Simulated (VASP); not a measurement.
Co, 1 atom in the cell. It takes space group Fm-3m (No. 225, cubic). The conventional cell has a = 3.600 Å, b = 3.600 Å, c = 3.600 Å, α = 90.00°, β = 90.00°, γ = 90.00°. Co (site symmetry m-3m) has 12 Co at 2.55 Å within 3.4 Å. This isn't the form of Co at room conditions, which is hcp.

- Program: VASP 6.6.1
- Task: single point
- Functional: BLYP
- Potentials or basis: VASP PAW PBE potentials, release 64 (Co)
- Cutoff: 600 eV
- k mesh: 17 × 17 × 17
- Occupations: fermi-dirac, width 0.1 eV
- Spin: no spin polarisation
- Dipole correction: no
- Further INCAR settings: ALGO = Normal; EDIFF = 1e-06; NBANDS = 10

Potentials or basis: VASP PAW PBE potentials, release 64 (Co).

The run is started by

```console
$ cat potpaw_PBE.64/Co/POTCAR > POTCAR
$ mpirun -np 1 vasp_std > vasp.out
```

Hardware: 1 thread of Intel(R) Xeon(R) Platinum 8488C (Sapphire Rapids), with other jobs on the host.

Task: How long does it take, and how much memory?

Result: Wall time 15 s on 1 thread of Intel(R) Xeon(R) Platinum 8488C (Sapphire Rapids), on a shared host, peak memory 0.14 GiB. Counts: scf iterations 12, k points 165.
